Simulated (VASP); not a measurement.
# Cd (P6_3/mmc) in VASP: single point with PBEsol

Aim: the single point of Cd with PBEsol.

Program: VASP 6.6.1. These are calculated values, not measurements. Logs are shortened: lines on timing, memory, paths and dates and some standing lists are left out, and cuts for length are marked.

### Step 1. The cell of the first run

Symmetry: P6_3/mmc, No. 194, hexagonal system. Conventional cell: a = 2.830 Å, b = 2.830 Å, c = 5.477 Å, α = 90.00°, β = 90.00°, γ = 120.00°. Within 3.7 Å of Cd (site symmetry -6m2) lie 12 Cd at 2.83 to 3.19 Å.

### Step 2. Single point, PBEsol (strain -0.050 along x and y, -0.025 along z)

INCAR reads:

```
PREC = Accurate ; ENCUT = 520
EDIFF = 1E-6 ; ISMEAR = 0
SIGMA = 0.15 ; LREAL = False
LASPH = True ; NELM = 100
ALGO = Normal ; ISIF = 2
LWAVE = False ; LCHARG = True
GGA = PS ; LELF = True
LVHAR = True ; NBANDS = 19
```

KPOINTS reads:

```
regular mesh
0
Gamma
  18 18 8
```

POSCAR reads:

```
Cd
1.0
    2.8299288827      0.0000000000      0.0000000000
   -1.4149644413      2.4507903033      0.0000000000
    0.0000000000      0.0000000000      5.4772087500
Cd
2
Direct
    0.3333333333      0.6666666667      0.2500000000
    0.6666666667      0.3333333333      0.7500000000
```

Potentials or basis: VASP PAW PBE potentials, release 64 (Cd).

Launch:

```
cat potpaw_PBE.64/Cd/POTCAR > POTCAR
mpirun -np 1 vasp_std > vasp.out
```

OUTCAR:

```text
PREC = Accurate
   ENCUT = 520
   EDIFF = 1E-6
   ISMEAR = 0
   LREAL = False
   LASPH = True
   NELM = 100
   ISIF = 2
   GGA = PS

 ion  position               nearest neighbor table
   1  0.333  0.667  0.250-   2 3.19   2 3.19   2 3.19   2 3.19   2 3.19   2 3.19
   2  0.667  0.333  0.750-   1 3.19   1 3.19   1 3.19   1 3.19   1 3.19   1 3.19

  LATTYP: Found a hexagonal cell.
 ALAT       =     2.8299288827
 C/A-ratio  =     1.9354580899

  Lattice vectors:

 A1 = (   2.8299288827,   0.0000000000,   0.0000000000)
 A2 = (  -1.4149644413,   2.4507903033,   0.0000000000)
 A3 = (   0.0000000000,   0.0000000000,   5.4772087500)

Analysis of symmetry for initial positions (statically):
=====================================================================
 Subroutine PRICEL returns:
 Original cell was already a primitive cell.

 Routine SETGRP: Setting up the symmetry group for a
 hexagonal supercell.

 Subroutine GETGRP returns: Found 24 space group operations
 (whereof 12 operations were pure point group operations)
 out of a pool of 24 trial point group operations.

The static configuration has the point symmetry D_3d.
 The point group associated with its full space group is D_6h.

Analysis of symmetry for dynamics (positions and initial velocities):
=====================================================================
 Subroutine PRICEL returns:
 Original cell was already a primitive cell.

 Routine SETGRP: Setting up the symmetry group for a
 hexagonal supercell.

 Subroutine GETGRP returns: Found 24 space group operations
 (whereof 12 operations were pure point group operations)
 out of a pool of 24 trial point group operations.

The dynamic configuration has the point symmetry D_3d.
 The point group associated with its full space group is D_6h.

 Subroutine INISYM returns: Found 24 space group operations
 (whereof 12 operations are pure point group operations),
 and found     1 'primitive' translations

----------------------------------------------------------------------------------------

                                     Primitive cell

  volume of cell :      37.9875

  direct lattice vectors                    reciprocal lattice vectors
     2.829928883  0.000000000  0.000000000     0.353365770  0.204015823  0.000000000
    -1.414964441  2.450790303  0.000000000     0.000000000  0.408031645  0.000000000
     0.000000000  0.000000000  5.477208750     0.000000000  0.000000000  0.182574747

  length of vectors
     2.829928883  2.829928883  5.477208750     0.408031645  0.408031645  0.182574747

  position of ions in fractional coordinates (direct lattice)
     0.333333333  0.666666667  0.250000000
     0.666666667  0.333333333  0.750000000

  ion indices of the primitive-cell ions
   primitive index   ion index
                 1           1
                 2           2

----------------------------------------------------------------------------------------

 KPOINTS: regular mesh

Automatic generation of k-mesh.
 Grid dimensions read from file:
 generate k-points for:   18   18    8

 Generating k-lattice:

  Cartesian coordinates                     Fractional coordinates (reciprocal lattice)
     0.019631432  0.011334212  0.000000000     0.055555556  0.000000000  0.000000000
     0.000000000  0.022668425  0.000000000     0.000000000  0.055555556  0.000000000
     0.000000000  0.000000000  0.022821843     0.000000000  0.000000000  0.125000000

  Length of vectors
     0.022668425  0.022668425  0.022821843

  Shift w.r.t. Gamma in fractional coordinates (k-lattice)
     0.000000000  0.000000000  0.000000000

 Subroutine IBZKPT returns following result:
 ===========================================

 Found    185 irreducible k-points:

 Following reciprocal coordinates:
            Coordinates               Weight
  0.000000  0.000000  0.000000      1.000000
  0.055556 -0.000000  0.000000      6.000000
  0.111111 -0.000000  0.000000      6.000000
  0.166667  0.000000  0.000000      6.000000
  0.222222 -0.000000  0.000000      6.000000
  0.277778 -0.000000  0.000000      6.000000
[... 16 lines left out ...]
  0.333333  0.111111  0.000000     12.000000
  0.388889  0.111111  0.000000     12.000000
 [... further k-points ...]
   k-points           NKPTS =    185   k-points in BZ     NKDIM =    185   number of bands    NBANDS=     19
   number of dos      NEDOS =    301   number of ions     NIONS =      2
   total plane-waves  NPLWV =  24192
   dimension x,y,z NGX =    24 NGY =   24 NGZ =   42
   dimension x,y,z NGXF=    48 NGYF=   48 NGZF=   84
   ions per type =               2
   NGX,Y,Z   is equivalent  to a cutoff of  14.10, 14.10, 12.75 a.u.
   NGXF,Y,Z  is equivalent  to a cutoff of  28.20, 28.20, 25.50 a.u.
 SYSTEM =  unknown system
   PREC   = accura    normal or accurate (medium, high low for compatibility)
   ISTART =      0    job   : 0-new  1-cont  2-samecut
   ICHARG =      2    charge: 1-file 2-atom 10-const
   ISPIN  =      1    spin polarized calculation?
   LNONCOLLINEAR =      F non collinear calculations
   LSORBIT =      F    spin-orbit coupling
   LASPH  =      T    aspherical Exc in radial PAW
   ENCUT  =  520.0 eV  38.22 Ry    6.18 a.u.   5.26  5.26 10.18*2*pi/ulx,y,z
   NELM   =    100;   NELMIN=  2; NELMDL= -5     # of ELM steps
   EDIFF  = 0.1E-05   stopping-criterion for ELM
   LREAL  =      F    real-space projection
   EDIFFG = 0.1E-04   stopping-criterion for IOM
   NSW    =      0    number of steps for IOM
   IBRION =     -1    ionic relax: 0-MD 1-quasi-New 2-CG
   NFREE  =      0    steps in history (QN), initial steepest desc. (CG)
   ISIF   =      2    stress and relaxation
   ISYM   =      2    0-nonsym 1-usesym 2-fastsym
   POTIM  = 0.5000    time-step for ionic-motion
   TEBEG  =    0.0;   TEEND  =   0.0 temperature during run
   PSTRESS=    0.0 pullay stress
   NELECT =      24.0000    total number of electrons
   NUPDOWN=      -1.0000    fix difference up-down
   EMIN   =  10.00;   EMAX   =-10.00  energy-range for DOS
   EFERMI =   0.00;   METHOD = LEGACY
   ISMEAR =     0;   SIGMA  =   0.15  broadening in eV -4-tet -1-fermi 0-gaus
   EFERMI_NEDOS =   21; number of points for ismear=-14 and -15
   IALGO  =     38    algorithm
   IMIX   =      4    mixing-type and parameters
     AMIX     =   0.40;   BMIX     =  1.00
     AMIX_MAG =   1.60;   BMIX_MAG =  1.00
  volume/ion in A,a.u.               =      18.99       128.18
  Fermi-wavevector in a.u.,A,eV,Ry     =   1.404747  2.654588 26.848586  1.973315
  Thomas-Fermi vector in A             =   2.527278
   LORBIT       =      0    0 simple, 1 ext, 2 COOP (PROOUT), +10 PAW based schemes
   GGA     = PS    functional components
   LHFCALC =     F    Hartree Fock is set to
   AEXX    =    0.0000 exact exchange contribution
   IVDW    =     0    specifies the selected vdW correction
   LEPSILON=     F    determine dielectric tensor
   LRPA    =     F    only Hartree local field effects (RPA)
 non-spin polarized calculation
 Gauss-broadening in eV      SIGMA  =   0.15
  energy-cutoff  :      520.00
  volume of cell :       37.99
 maximum number of plane-waves:      1036
 NGX is ok and might be reduce to    24
   NGX = 11   NGY = 11   NGZ = 21

 number of electron      24.0000000 magnetization

 Free energy of the ion-electron system (eV)
  ---------------------------------------------------
  ext. energy  EPLUGINS =         0.00000000
  ---------------------------------------------------
  free energy    TOTEN  =        -2.27602234 eV

  energy without entropy =       -2.27261898  energy(sigma->0) =       -2.27432066

 E-fermi :   3.8138     XC(G=0): -11.9009

 val. band max:        3.7712661981   @ k =   0.3333   0.1111   0.0000
 cond. band min:       3.8553039275   @ k =   0.0556   0.0556   0.2500
 fundamental gap:      0.0840377294
 Fermi energy:         3.8137831925

 k-point     1 :       0.0000    0.0000    0.0000
  band No.  band energies     occupation
      1      -6.7546      2.00000
      2      -6.5348      2.00000
      3      -5.9107      2.00000
      4      -5.8244      2.00000
      5      -5.8244      2.00000
      6      -5.7633      2.00000
[... 11 lines left out ...]
     18      20.5751      0.00000
     19      20.5751      0.00000

 k-point     2 :       0.0556   -0.0000    0.0000
  band No.  band energies     occupation
      1      -6.7084      2.00000
      2      -6.4640      2.00000
      3      -5.8900      2.00000
      4      -5.8260      2.00000
      5      -5.7858      2.00000
      6      -5.7760      2.00000
[... 11 lines left out ...]
     18      19.7354      0.00000
     19      20.9606      0.00000

 k-point     3 :       0.1111   -0.0000    0.0000
  band No.  band energies     occupation
      1      -6.5873      2.00000
      2      -6.3003      2.00000
      3      -5.9171      2.00000
      4      -5.8260      2.00000
      5      -5.6734      2.00000
      6      -5.6655      2.00000
[... 11 lines left out ...]
     18      19.3279      0.00000
     19      20.8516      0.00000

 k-point     4 :       0.1667    0.0000    0.0000
  band No.  band energies     occupation
      1      -6.4684      2.00000
      2      -6.1800      2.00000
      3      -5.9784      2.00000
      4      -5.7868      2.00000
      5      -5.4971      2.00000
      6      -5.4461      2.00000
[... 11 lines left out ...]
     18      18.8100      0.00000
     19      19.0613      0.00000

 k-point     5 :       0.2222   -0.0000    0.0000
  band No.  band energies     occupation
      1      -6.4753      2.00000
      2      -6.2166      2.00000
      3      -5.9021      2.00000
      4      -5.6690      2.00000
      5      -5.6447      2.00000
      6      -5.3287      2.00000
[... 11 lines left out ...]
     18      17.1828      0.00000
     19      18.6304      0.00000

 k-point     6 :       0.2778   -0.0000    0.0000
  band No.  band energies     occupation
      1      -6.5767      2.00000
      2      -6.3447      2.00000
      3      -5.9144      2.00000
      4      -5.7332      2.00000
      5      -5.4739      2.00000
      6      -5.4329      2.00000
[... 11 lines left out ...]
     18      17.4961      0.00000
     19      18.3891      0.00000

 k-point     7 :       0.3333   -0.0000    0.0000
  band No.  band energies     occupation
      1      -6.6971      2.00000
      2      -6.4751      2.00000
      3      -6.1210      2.00000
      4      -5.6030      2.00000
      5      -5.5831      2.00000
      6      -5.3534      2.00000
[... 11 lines left out ...]
     18      18.2304      0.00000
     19      18.4485      0.00000

 k-point     8 :       0.3889    0.0000    0.0000
  band No.  band energies     occupation
      1      -6.8007      2.00000
      2      -6.5821      2.00000
      3      -6.2751      2.00000
      4      -5.7050      2.00000
      5      -5.4656      2.00000
      6      -5.3986      2.00000
[... 256 lines left out ...]
 k-point    20 :       0.1667    0.1111    0.0000
  band No.  band energies     occupation
      1      -6.3011      2.00000
      2      -6.0838      2.00000
      3      -5.9990      2.00000
      4      -5.7595      2.00000
      5      -5.7080      2.00000
      6      -5.4803      2.00000
[... 11 lines left out ...]
     18      17.2748      0.00000
     19      18.1872      0.00000

 k-point    21 :       0.2222    0.1111    0.0000
  band No.  band energies     occupation
      1      -6.4108      2.00000
      2      -6.1843      2.00000
      3      -5.9262      2.00000
      4      -5.8295      2.00000
      5      -5.5780      2.00000
      6      -5.5587      2.00000
[... 11 lines left out ...]
     18      17.3707      0.00000
     19      17.5257      0.00000

 k-point    22 :       0.2778    0.1111    0.0000
  band No.  band energies     occupation
      1      -6.5337      2.00000
      2      -6.3080      2.00000
      3      -6.1094      2.00000
      4      -5.6600      2.00000
      5      -5.6354      2.00000
      6      -5.3578      2.00000
[... 11 lines left out ...]
     18      16.8605      0.00000
     19      16.9510      0.00000

 k-point    23 :       0.3333    0.1111    0.0000
  band No.  band energies     occupation
      1      -6.6362      2.00000
      2      -6.4094      2.00000
      3      -6.2458      2.00000
      4      -5.7209      2.00000
      5      -5.4865      2.00000
      6      -5.4371      2.00000
[... 11 lines left out ...]
     18      16.3269      0.00000
     19      16.5872      0.00000

 k-point    24 :       0.3889    0.1111    0.0000
  band No.  band energies     occupation
      1      -6.7033      2.00000
      2      -6.4752      2.00000
      3      -6.3295      2.00000
      4      -5.7579      2.00000
      5      -5.4909      2.00000
      6      -5.3943      2.00000
[... 11 lines left out ...]
     18      15.9827      0.00000
     19      16.3643      0.00000

 [... further k-points ...]
[... 5 lines left out ...]
  --------------------------------------------------------------------------------------
  -------------------------------------------------------------------------------------
  Total        2.8360125      2.8360125      1.3629456      0.0000000      0.0000000      0.0000000
  in kB      119.6128284    119.6128284     57.4841538      0.0000000      0.0000000      0.0000000
  external PRESSURE =      98.9032702 kB  Pullay stress =       0.0000000 kB

 VOLUME and BASIS-vectors are now :
 -----------------------------------------------------------------------------
  energy-cutoff  :      520.00
  volume of cell :       37.99
      direct lattice vectors                 reciprocal lattice vectors
     2.829928883  0.000000000  0.000000000     0.353365770  0.204015823  0.000000000
    -1.414964441  2.450790303  0.000000000     0.000000000  0.408031645  0.000000000
     0.000000000  0.000000000  5.477208750     0.000000000  0.000000000  0.182574747

 POSITION                                       TOTAL-FORCE (eV/Angst)
 -----------------------------------------------------------------------------------
     -0.00000      1.63386      1.36930        -0.000000      0.000000      0.000000
      1.41496      0.81693      4.10791         0.000000     -0.000000     -0.000000
 -----------------------------------------------------------------------------------
    total drift:                               -0.000000      0.000000      0.000000

  FREE ENERGIE OF THE ION-ELECTRON SYSTEM (eV)
  ---------------------------------------------------
  free  energy   TOTEN  =        -2.2760223425 eV

  energy  without entropy=       -2.2726189789  energy(sigma->0) =       -2.27432066
```

Run time: 96 s. Hardware: 1 thread of AMD EPYC 7R43 (Zen 3), shared host; peak memory 0.2 GiB.

Results:

- Free energy: -2.2760 eV
- Pressure: 9.9 GPa
- Band gap on the k mesh: zero (band 12 reaches 5.58 eV, above the bottom of band 13 at 0.56 eV)

Stress tensor (GPa, compression positive):
```
11.96  0.00  0.00
 0.00 11.96  0.00
 0.00  0.00  5.75
```

Caveat: the cell differs from its parent crystal (strain -0.050 along x and y, -0.025 along z); the PAW data sets were made with another functional, which shifts forces and pressure a little.
